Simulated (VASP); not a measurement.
A run of VASP 6.6.1 is set up as follows.

File INCAR:

```
ALGO = Normal
EDIFF = 1E-6
ENCUT = 520
GGA = VW
ISIF = 2
ISMEAR = -1
LASPH = T
LCHARG = F
LREAL = F
LWAVE = F
NBANDS = 11
NELM = 100
PREC = Accurate
SIGMA = 0.05
```

The input KPOINTS:

```
k-points
0
Gamma
  10 10 10
```

File POSCAR:

```
BAs
1.0
    0.0000000000      2.3656162647      2.3656162647
    2.3656162647      0.0000000000      2.3656162647
    2.3656162647      2.3656162647      0.0000000000
As B
1 1
Direct
    0.7500000000      0.7500000000      0.7500000000
    0.0000000000      0.0000000000      0.0000000000
```

Potentials or basis: VASP PAW PBE potentials, release 64 (As, B).

The run is started by

```sh
$ cat potpaw_PBE.64/As/POTCAR potpaw_PBE.64/B/POTCAR > POTCAR
$ mpirun -np 1 vasp_std > vasp.out
```

(1) Predict the band gap on the k mesh.

(2) Estimate the pressure.

## Answers

(1) 1.10 eV, indirect (least direct gap 3.29 eV).

(2) 1.2 GPa.

Caveat: the PAW data sets were made with another functional, which shifts forces and pressure a little.
